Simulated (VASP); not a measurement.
# H2C3F4 in VASP: further runs

Runs on H2C3F4. Level: PBE+D3(BJ). Tasks: single point.

Program: VASP 6.6.1. These are calculated values, not measurements. Logs are shortened: lines on timing, memory, paths and dates and some standing lists are left out, and cuts for length are marked.

## Step 1: The cell of the first run

The cell holds a disordered packing, 36 atoms: a = 8.017 Å, b = 8.017 Å, c = 8.017 Å, α = 90.00°, β = 90.00°, γ = 90.00°.

## Step 2: Single point, PBE+D3(BJ)

The input, INCAR:

```
ALGO = Normal
EDIFF = 1E-6
ENCUT = 520
GGA = PE
ISIF = 2
ISMEAR = -1
IVDW = 12
LASPH = T
LCHARG = T
LELF = T
LREAL = Auto
LVHAR = T
LWAVE = F
NBANDS = 108
NELM = 80
PREC = Accurate
SIGMA = 0.05
```

The input, KPOINTS:

```
k-points
0
Gamma
  1 1 1
```

The input, POSCAR:

```
H2C3F4
1.0
    8.0166320000      0.0000000000      0.0000000000
    0.0000000000      8.0166320000      0.0000000000
    0.0000000000      0.0000000000      8.0166320000
C H F
12 8 16
Direct
    0.8015585598      0.2074437245      0.3733488078
    0.8151303440      0.3309369820      0.4629250788
    0.2200674797      0.8393175588      0.8147935442
    0.3419266345      0.9105320040      0.8655754686
    0.8210305774      0.7765231085      0.1375764785
    0.7352214746      0.7190176623      0.0292891079
    0.5911584815      0.3011988077      0.0913351143
    0.6356534764      0.2458389009     -0.0390937241
    0.3335690100      0.2133190098      0.4732660798
    0.5776116454      0.7000945035      0.5509545655
    0.0366987034      0.2015434911      0.9497379947
    0.2226496115      0.6749717338      0.2078304206
    0.8500951522      0.4271868785      0.5470501827
    0.7917664176      0.0883039162      0.3159306801
    0.4138271533      0.9624615425      0.9546278287
    0.1223581175      0.7872383315      0.7475333781
    0.6429882275      0.6443728488     -0.0320832988
    0.9305404065      0.8233258057      0.1970777753
    0.6520568738      0.2123460326     -0.1677387711
    0.5460023611      0.3245128378      0.2105747152
    0.4557150684      0.1084869556      0.5089543838
    0.2541591032      0.1802128375      0.3285170131
    0.2105871892      0.2321922723      0.5815659244
    0.4031743006      0.3675234188      0.4570872157
    0.6239528021      0.5951127606      0.4403345445
    0.5659234452      0.6147968374      0.6919239900
    0.6836287359      0.8241989903      0.5793829628
    0.4286089221      0.7762237309      0.5086799544
   -0.0320832988      0.3324463441      1.0310564337
   -0.0224408455      0.0642663902      1.0223121131
   -0.0070852697      0.1983127079      0.7930013502
    0.1985746633      0.2039884081      0.9610769211
    0.2049738593      0.8374090266      0.2416850368
    0.1389735739      0.5845721744      0.3233901718
    0.1684373188      0.6515454370      0.0479378372
    0.3901389012      0.6347054474      0.1913397048
```

Potentials or basis: VASP PAW PBE potentials, release 64 (C, H, F).

The run is started by

```bash
$ cat potpaw_PBE.64/C/POTCAR potpaw_PBE.64/H/POTCAR potpaw_PBE.64/F/POTCAR > POTCAR
$ mpirun -np 1 vasp_gam > vasp.out
```

OUTCAR:

```text
EDIFF = 1E-6
   ENCUT = 520
   GGA = PE
   ISIF = 2
   ISMEAR = -1
   IVDW = 12
   LASPH = T
   LREAL = Auto
   NELM = 80
   PREC = Accurate
 IVDW          = 12

 ion  position               nearest neighbor table
   1  0.802  0.207  0.373-  14 1.06   2 1.23
   2  0.815  0.331  0.463-  13 1.06   1 1.23
   3  0.220  0.839  0.815-  16 1.04   4 1.20
   4  0.342  0.911  0.866-  15 1.01   3 1.20
   5  0.821  0.777  0.138-  18 1.07   6 1.20
   6  0.735  0.719  0.029-  17 1.07   5 1.20
   7  0.591  0.301  0.091-  20 1.04   8 1.19
   8  0.636  0.246  0.961-  19 1.07   7 1.19
   9  0.334  0.213  0.473-  21 1.32  23 1.32  22 1.35  24 1.36
  10  0.578  0.700  0.551-  25 1.28  26 1.32  27 1.33  28 1.38
  11  0.037  0.202  0.950-  32 1.30  31 1.30  30 1.33  29 1.35
  12  0.223  0.675  0.208-  33 1.34  34 1.35  35 1.37  36 1.39
  13  0.850  0.427  0.547-   2 1.06
  14  0.792  0.088  0.316-   1 1.06
  15  0.414  0.962  0.955-   4 1.01
  16  0.122  0.787  0.748-   3 1.04
  17  0.643  0.644  0.968-   6 1.07
  18  0.931  0.823  0.197-   5 1.07
[... 16 lines left out ...]
  35  0.168  0.652  0.048-  12 1.37
  36  0.390  0.635  0.191-  12 1.39

  LATTYP: Found a simple cubic cell.
 ALAT       =     8.0166320000

  Lattice vectors:

 A1 = (   8.0166320000,   0.0000000000,   0.0000000000)
 A2 = (   0.0000000000,   8.0166320000,   0.0000000000)
 A3 = (   0.0000000000,   0.0000000000,   8.0166320000)

Analysis of symmetry for initial positions (statically):
=====================================================================
 Subroutine PRICEL returns:
 Original cell was already a primitive cell.

 Routine SETGRP: Setting up the symmetry group for a
 simple cubic supercell.

 Subroutine GETGRP returns: Found  1 space group operations
 (whereof  1 operations were pure point group operations)
 out of a pool of 48 trial point group operations.

The static configuration has the point symmetry C_1 .

Analysis of symmetry for dynamics (positions and initial velocities):
=====================================================================
 Subroutine PRICEL returns:
 Original cell was already a primitive cell.

 Routine SETGRP: Setting up the symmetry group for a
 simple cubic supercell.

 Subroutine GETGRP returns: Found  1 space group operations
 (whereof  1 operations were pure point group operations)
 out of a pool of 48 trial point group operations.

The dynamic configuration has the point symmetry C_1 .

 Subroutine INISYM returns: Found  1 space group operations
 (whereof  1 operations are pure point group operations),
 and found     1 'primitive' translations

----------------------------------------------------------------------------------------

                                     Primitive cell

  volume of cell :     515.2000

  direct lattice vectors                    reciprocal lattice vectors
     8.016632000  0.000000000  0.000000000     0.124740664  0.000000000  0.000000000
     0.000000000  8.016632000  0.000000000     0.000000000  0.124740664  0.000000000
     0.000000000  0.000000000  8.016632000     0.000000000  0.000000000  0.124740664

  length of vectors
     8.016632000  8.016632000  8.016632000     0.124740664  0.124740664  0.124740664

  position of ions in fractional coordinates (direct lattice)
     0.801558560  0.207443725  0.373348808
     0.815130344  0.330936982  0.462925079
     0.220067480  0.839317559  0.814793544
     0.341926634  0.910532004  0.865575469
     0.821030577  0.776523109  0.137576479
     0.735221475  0.719017662  0.029289108
[... 28 lines left out ...]
     0.168437319  0.651545437  0.047937837
     0.390138901  0.634705447  0.191339705

  ion indices of the primitive-cell ions
   primitive index   ion index
                 1           1
                 2           2
                 3           3
                 4           4
                 5           5
                 6           6
[... 28 lines left out ...]
                35          35
                36          36

----------------------------------------------------------------------------------------

 KPOINTS: k-points

Automatic generation of k-mesh.
 Grid dimensions read from file:
 generate k-points for:    1    1    1

 Generating k-lattice:

  Cartesian coordinates                     Fractional coordinates (reciprocal lattice)
     0.124740664  0.000000000  0.000000000     1.000000000  0.000000000  0.000000000
     0.000000000  0.124740664  0.000000000     0.000000000  1.000000000  0.000000000
     0.000000000  0.000000000  0.124740664     0.000000000  0.000000000  1.000000000

  Length of vectors
     0.124740664  0.124740664  0.124740664

  Shift w.r.t. Gamma in fractional coordinates (k-lattice)
     0.000000000  0.000000000  0.000000000

 Subroutine IBZKPT returns following result:
 ===========================================

 Found      1 irreducible k-points:

 Following reciprocal coordinates:
            Coordinates               Weight
  0.000000  0.000000  0.000000      1.000000
   k-points           NKPTS =      1   k-points in BZ     NKDIM =      1   number of bands    NBANDS=    108
   number of dos      NEDOS =    301   number of ions     NIONS =     36
   total plane-waves  NPLWV = 216000
   dimension x,y,z NGX =    60 NGY =   60 NGZ =   60
   dimension x,y,z NGXF=   120 NGYF=  120 NGZF=  120
   ions per type =              12   8  16
   NGX,Y,Z   is equivalent  to a cutoff of  12.44, 12.44, 12.44 a.u.
   NGXF,Y,Z  is equivalent  to a cutoff of  24.89, 24.89, 24.89 a.u.
 SYSTEM =  unknown system
   PREC   = accura    normal or accurate (medium, high low for compatibility)
   ISTART =      0    job   : 0-new  1-cont  2-samecut
   ICHARG =      2    charge: 1-file 2-atom 10-const
   ISPIN  =      1    spin polarized calculation?
   LNONCOLLINEAR =      F non collinear calculations
   LSORBIT =      F    spin-orbit coupling
   LASPH  =      T    aspherical Exc in radial PAW
   ENCUT  =  520.0 eV  38.22 Ry    6.18 a.u.  14.91 14.91 14.91*2*pi/ulx,y,z
   NELM   =     80;   NELMIN=  2; NELMDL= -5     # of ELM steps
   EDIFF  = 0.1E-05   stopping-criterion for ELM
   LREAL  =      T    real-space projection
   EDIFFG = 0.1E-04   stopping-criterion for IOM
   NSW    =      0    number of steps for IOM
   IBRION =     -1    ionic relax: 0-MD 1-quasi-New 2-CG
   NFREE  =      0    steps in history (QN), initial steepest desc. (CG)
   ISIF   =      2    stress and relaxation
   ISYM   =      2    0-nonsym 1-usesym 2-fastsym
   POTIM  = 0.5000    time-step for ionic-motion
   TEBEG  =    0.0;   TEEND  =   0.0 temperature during run
   PSTRESS=    0.0 pullay stress
   NELECT =     168.0000    total number of electrons
   NUPDOWN=      -1.0000    fix difference up-down
   EMIN   =  10.00;   EMAX   =-10.00  energy-range for DOS
   EFERMI =   0.00;   METHOD = LEGACY
   ISMEAR =    -1;   SIGMA  =   0.05  broadening in eV -4-tet -1-fermi 0-gaus
   EFERMI_NEDOS =   21; number of points for ismear=-14 and -15
   IALGO  =     38    algorithm
   IMIX   =      4    mixing-type and parameters
     AMIX     =   0.40;   BMIX     =  1.00
     AMIX_MAG =   1.60;   BMIX_MAG =  1.00
  volume/ion in A,a.u.               =      14.31        96.58
  Fermi-wavevector in a.u.,A,eV,Ry     =   1.126815  2.129372 17.275483  1.269712
  Thomas-Fermi vector in A             =   2.263499
   LORBIT       =      0    0 simple, 1 ext, 2 COOP (PROOUT), +10 PAW based schemes
   GGA     = PE    functional components
   LHFCALC =     F    Hartree Fock is set to
   AEXX    =    0.0000 exact exchange contribution
   IVDW    =    12    specifies the selected vdW correction
   LEPSILON=     F    determine dielectric tensor
   LRPA    =     F    only Hartree local field effects (RPA)
 non-spin polarized calculation
  energy-cutoff  :      520.00
  volume of cell :      515.20
 maximum number of plane-waves:      6975
 NGX is ok and might be reduce to    60
   NGX = 29   NGY = 29   NGZ = 29

 number of electron     167.9999956 magnetization

 Free energy of the ion-electron system (eV)
  ---------------------------------------------------
  ext. energy  EPLUGINS =         0.00000000
  ---------------------------------------------------
  free energy    TOTEN  =      -191.73383609 eV

  energy without entropy =     -191.73383609  energy(sigma->0) =     -191.73383609

 E-fermi :  -1.1963     XC(G=0):  -7.1194

 val. band max:       -2.5124861525   @ k =   0.0000   0.0000   0.0000
 cond. band min:       3.0009306802   @ k =   0.0000   0.0000   0.0000
 fundamental gap:      5.5134168328
 Fermi energy:        -1.1963280365

 k-point     1 :       0.0000    0.0000    0.0000
  band No.  band energies     occupation
      1     -30.9798      2.00000
      2     -30.6145      2.00000
      3     -30.5763      2.00000
      4     -30.2678      2.00000
      5     -28.3295      2.00000
      6     -28.2100      2.00000
[... 88 lines left out ...]
     95       5.1144      0.00000
     96       5.3966      0.00000
 [bands above 96 left out]

------------------------ aborting loop because EDIFF is reached ----------------------------------------

 Edisp (eV)   -1.56299

 E8    (eV) :    -0.3762

  FORCE on cell =-STRESS in cart. coord.  units (eV):
  Direction    XX          YY          ZZ          XY          YZ          ZX
  --------------------------------------------------------------------------------------
  -------------------------------------------------------------------------------------
  Total       9.17941     7.97742    14.49389     4.32779     1.70076     1.67390
  in kB      28.54628    24.80832    45.07334    13.45864     5.28904     5.20551
  external pressure =       32.81 kB  Pullay stress =        0.00 kB

 VOLUME and BASIS-vectors are now :
 -----------------------------------------------------------------------------
  energy-cutoff  :      520.00
  volume of cell :      515.20
      direct lattice vectors                 reciprocal lattice vectors
     8.016632000  0.000000000  0.000000000     0.124740664  0.000000000  0.000000000
     0.000000000  8.016632000  0.000000000     0.000000000  0.124740664  0.000000000
     0.000000000  0.000000000  8.016632000     0.000000000  0.000000000  0.124740664

 POSITION                                       TOTAL-FORCE (eV/Angst)
 -----------------------------------------------------------------------------------
      6.42580      1.66300      2.99300         0.365374      1.611104      1.770342
      6.53460      2.65300      3.71110         0.367232     -2.171769     -1.137586
      1.76420      6.72850      6.53190         0.658608      0.575364     -0.672046
      2.74110      7.29940      6.93900        -1.481336     -0.966538     -0.977587
      6.58190      6.22510      1.10290         1.195682      0.462972      0.289609
      5.89400      5.76410      0.23480        -1.178183     -0.874392     -0.222684
[... 28 lines left out ...]
      1.35030      5.22320      0.38430        -0.977156     -0.861094      1.415505
      3.12760      5.08820      1.53390        -1.163639      0.114473      1.308540
 -----------------------------------------------------------------------------------
    total drift:                                0.004603      0.010613     -0.006280

  FREE ENERGIE OF THE ION-ELECTRON SYSTEM (eV)
  ---------------------------------------------------
  free  energy   TOTEN  =      -193.2968249201 eV

  energy  without entropy=     -193.2968249201  energy(sigma->0) =     -193.29682492
```

It took 71 s on 1 thread of Intel Xeon Platinum 8488C (Sapphire Rapids), shared host; peak memory 0.45 GiB.

Results:

```yaml
Free_energy: -193.2968 eV
Pressure: 3.3 GPa
Largest_force: 3.047 eV/Å
Band_gap_on_the_k_mesh: 5.51 eV
Dispersion_energy_per_atom: -0.043 eV
```

Forces in eV/Å, atoms in the order of the input:
```
C    0.365  1.611  1.770
C    0.367 -2.172 -1.138
C    0.659  0.575 -0.672
C   -1.481 -0.967 -0.978
C    1.196  0.463  0.290
C   -1.178 -0.874 -0.223
C   -0.444 -0.063  0.573
C   -0.100 -0.395 -2.165
C   -0.678  2.022 -1.135
C   -1.712  1.730  1.329
C   -1.070  0.060  1.336
C    1.070 -0.228 -2.011
H   -0.089  0.289  0.043
H   -0.164 -0.115 -0.426
H    2.169  1.339  1.669
H   -1.024 -0.643 -0.574
H    0.009  0.182 -0.281
H   -0.268  0.236  0.356
H    0.284 -0.082  0.150
H   -0.236  0.564  1.059
F   -0.608 -0.491  0.292
F    0.701 -0.821 -0.545
F    0.182 -0.813  1.406
F    0.346  0.055 -0.094
F    0.843 -0.590 -2.483
F   -0.807 -0.554  1.384
F    1.111  0.660 -0.421
F    0.616 -0.979  0.123
F    0.494  0.393 -0.333
F   -0.220 -0.937  0.544
F   -0.796  0.388 -1.641
F    1.706  0.595  0.366
F    0.150  0.056  0.520
F    0.749  0.251 -0.816
F   -0.977 -0.861  1.416
F   -1.164  0.114  1.309
```

Caveat: the k points lie up to 0.78 Å⁻¹ apart; the atoms stand as in a frame of molecular dynamics.

## Step 3: Single point, PBE+D3(BJ)

The input, INCAR:

```
ALGO = Normal ; EDIFF = 1E-6
ENCUT = 520 ; GGA = PE
ISIF = 2 ; ISMEAR = -1
IVDW = 12 ; LASPH = True
LCHARG = False ; LREAL = Auto
LWAVE = False ; NBANDS = 108
NELM = 100 ; PREC = Accurate
SIGMA = 0.05
```

KPOINTS is that of step 2.

The input, POSCAR:

```
H2C3F4
1.0
    8.0166320000      0.0000000000      0.0000000000
    0.0000000000      8.0166320000      0.0000000000
    0.0000000000      0.0000000000      8.0166320000
C H F
12 8 16
Direct
    0.8316834301      0.1850777234      0.3397810951
    0.8593633835      0.2804294871      0.4537566399
    0.2488700991      0.8351387465      0.7998246645
    0.3697562767      0.8815297995      0.8748811221
    0.8296875795      0.7930013502      0.1222707990
    0.7288721747      0.7675916769      0.0118753112
    0.5764889794      0.2932902496      0.0432351142
    0.5788840002      0.1765828842     -0.0529773601
    0.3276064063      0.2261922463      0.5025177656
    0.5800565624      0.7039614641      0.5242351152
    0.0315968102      0.2033023344      0.9502369574
    0.2144541498      0.6775164433      0.2277390306
    0.8884030101      0.3708914167      0.5569296433
    0.7823859197      0.0963621631      0.2498306022
    0.4572992748      0.8924321336      0.9851393952
    0.1685870076      0.7988516873      0.6951797214
    0.6166928955      0.7307931810     -0.0605740665
    0.9345695299      0.8277790474      0.1824082732
    0.5637030613      0.0836885116     -0.1537553426
    0.5661854006      0.3630701771      0.1548904827
    0.4414946327      0.1087613851      0.5496822107
    0.2535353999      0.1856515305      0.3564339738
    0.2160508303      0.2505042018      0.6190255459
    0.3885921170      0.3766170132      0.4657941140
    0.6354289432      0.6127136683      0.3942054469
    0.5882769722      0.6093955666      0.6636951777
    0.6845268686      0.8369973824      0.5303723559
    0.4240434137      0.7689762983      0.5123348558
   -0.0162162863      0.3555108929      1.0036633838
   -0.0435594399      0.0874681537      1.0428943227
   -0.0124366442      0.1736140564      0.7921655877
    0.1964665461      0.1885330398      0.9664657178
    0.1914644454      0.8417001055      0.2425457474
    0.1557511933      0.5877156392      0.3583425059
    0.1493894194      0.6403936217      0.0847113850
    0.3824673504      0.6484643426      0.2105248189
```

Potentials or basis: VASP PAW PBE potentials, release 64 (C, H, F).

The run is started by

```bash
$ cat potpaw_PBE.64/C/POTCAR potpaw_PBE.64/H/POTCAR potpaw_PBE.64/F/POTCAR > POTCAR
$ mpirun -np 1 vasp_gam > vasp.out
```

OUTCAR:

```text
EDIFF = 1E-6
   ENCUT = 520
   GGA = PE
   ISIF = 2
   ISMEAR = -1
   IVDW = 12
   LASPH = True
   LREAL = Auto
   NELM = 100
   PREC = Accurate
 IVDW          = 12

 ion  position               nearest neighbor table
   1  0.832  0.185  0.340-  14 1.09   2 1.21
   2  0.859  0.280  0.454-  13 1.12   1 1.21
   3  0.249  0.835  0.800-  16 1.10   4 1.20
   4  0.370  0.882  0.875-  15 1.13   3 1.20
[... 376 lines left out ...]
  -------------------------------------------------------------------------------------
  Total       7.53475     2.86493     3.09130     4.37445     1.35315     0.10354
  in kB      23.43168     8.90942     9.61338    13.60374     4.20803     0.32200
  external pressure =       13.98 kB  Pullay stress =        0.00 kB

 VOLUME and BASIS-vectors are now :
 -----------------------------------------------------------------------------
  energy-cutoff  :      520.00
  volume of cell :      515.20
      direct lattice vectors                 reciprocal lattice vectors
     8.016632000  0.000000000  0.000000000     0.124740664  0.000000000  0.000000000
     0.000000000  8.016632000  0.000000000     0.000000000  0.124740664  0.000000000
     0.000000000  0.000000000  8.016632000     0.000000000  0.000000000  0.124740664

 POSITION                                       TOTAL-FORCE (eV/Angst)
 -----------------------------------------------------------------------------------
      6.66730      1.48370      2.72390        -0.705327     -0.257369      0.354031
      6.88920      2.24810      3.63760         0.334064      1.054553      1.025327
      1.99510      6.69500      6.41190        -1.263651     -0.520025     -2.189657
      2.96420      7.06690      7.01360         1.664048     -0.096684      3.028978
      6.65130      6.35720      0.98020        -2.390260     -0.722455     -2.258145
      5.84310      6.15350      0.09520        -1.057298     -0.635980      0.165669
[... 28 lines left out ...]
      1.19760      5.13380      0.67910        -1.419839     -1.637197     -1.232483
      3.06610      5.19850      1.68770        -0.441663     -0.057941      0.446502
 -----------------------------------------------------------------------------------
    total drift:                               -0.026903      0.010972      0.015543

  FREE ENERGIE OF THE ION-ELECTRON SYSTEM (eV)
  ---------------------------------------------------
  free  energy   TOTEN  =      -193.2759765201 eV

  energy  without entropy=     -193.2759765200  energy(sigma->0) =     -193.27597652
```

Wall time 69 s (1 thread of Intel Xeon Platinum 8488C (Sapphire Rapids), shared host); peak memory 0.44 GiB.

What came out:

* Free energy: -193.2760 eV
* Pressure: 1.4 GPa
* Largest force: 3.457 eV/Å
* Band gap on the k mesh: 5.24 eV
* Dispersion energy per atom: -0.044 eV

Forces in eV/Å, atoms in the order of the input:
```
C   -0.705 -0.257  0.354
C    0.334  1.055  1.025
C   -1.264 -0.520 -2.190
C    1.664 -0.097  3.029
C   -2.390 -0.722 -2.258
C   -1.057 -0.636  0.166
C   -0.117 -0.903 -0.037
C   -0.175 -0.170 -1.146
C   -0.065  0.224 -1.513
C    0.666  0.705  0.022
C   -0.071 -0.104  0.365
C    1.933  0.017 -0.174
H   -0.334 -1.178 -1.351
H    0.345  0.473  0.377
H   -1.237  0.215 -1.589
H    0.187  0.262  0.913
H    1.345  0.216  0.489
H    1.948  0.726  1.616
H    0.430  0.967  0.813
H    0.130  0.632  0.238
F   -0.602  1.149 -0.472
F   -0.165 -1.411  0.108
F   -0.526 -0.490  0.964
F    1.887  0.606  0.551
F   -0.852 -0.055  0.330
F    0.084  0.311 -0.294
F    0.040 -0.129  0.643
F    0.640 -0.958 -0.557
F    0.024 -0.090 -0.506
F    0.114 -0.302  0.272
F   -0.367  0.429 -0.217
F    0.220  0.272  0.068
F   -0.058  0.738  1.418
F   -0.146  0.721 -0.672
F   -1.420 -1.637 -1.232
F   -0.442 -0.058  0.447
```

Caveat: the k points lie up to 0.78 Å⁻¹ apart; the atoms stand as in a frame of molecular dynamics.

(Part 1 of 2 ends here.)
